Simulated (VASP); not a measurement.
Set up this calculation in VASP 6.6.1, as the native input.

| Property | Result |
| --- | --- |
| Task | single point |
| Functional | PBE |
| Potentials or basis | VASP PAW PBE potentials, release 64 (Zr_sv, Bi_d, F) |
| Cutoff | 520 eV |
| k mesh | 3 × 3 × 3 |
| Occupations | gaussian, width 0.1 eV |
| Spin | no spin polarisation |
| Dipole correction | no |
| Further INCAR settings | ALGO = Normal; EDIFF = 1e-07; NBANDS = 54 |

The structure of Zr3Bi2F3 lies in POSCAR:

```
Zr3Bi2F3
1.0
    3.7282718630      2.1525187619      3.2187380266
   -3.7282718630      2.1525187619      3.2187380266
    0.0000000000     -4.3050375292      3.2187380230
Zr Bi F
3 2 3
Direct
    0.1283911401      0.8716088599      0.5000000000
    0.8716088599      0.5000000000      0.1283911401
    0.5000000000      0.1283911401      0.8716088599
    0.6577426022      0.6577426022      0.6577426022
    0.3422573978      0.3422573978      0.3422573978
    0.1976842714      0.8023157286      0.0000000000
    0.8023157286      0.0000000000      0.1976842714
    0.0000000000      0.1976842714      0.8023157286
```

The cell was generated, and may not be a known phase.

One way to write it, as run:

INCAR

```
SYSTEM = Zr3Bi2F3
  ALGO = Normal
  EDIFF = 1E-7
  ENCUT = 520
  GGA = PE
  ISIF = 2
  ISMEAR = 0
  LASPH = .TRUE.
  LCHARG = .FALSE.
  LREAL = .FALSE.
  LWAVE = .FALSE.
  NBANDS = 54
  NELM = 80
  PREC = Accurate
  SIGMA = 0.1
```

KPOINTS

```
k-points
0
G
  3 3 3
  0 0 0
```

Potentials or basis: VASP PAW PBE potentials, release 64 (Zr_sv, Bi_d, F).

The run is started by

```bash
$ cat potpaw_PBE.64/Zr_sv/POTCAR potpaw_PBE.64/Bi_d/POTCAR potpaw_PBE.64/F/POTCAR > POTCAR
$ mpirun -np 1 vasp_std > vasp.out
```

It gave:

The pressure is -0.3 GPa and the largest force is 0.011 eV/Å. The band gap on the k mesh is zero (an odd number of electrons rules out a gap without spin polarisation).

Caveat: the k points lie up to 0.39 Å⁻¹ apart, too coarse for converged energies and pressures of a metal; spin-orbit coupling is left out, which moves the levels of the heavy elements; an odd number of electrons without spin polarisation forces a metal; a magnetic or distorted state may lie lower.

Wall time 43 s on 1 thread of Intel(R) Xeon(R) Platinum 8488C (Sapphire Rapids) (shared host), peak memory 0.25 GiB.
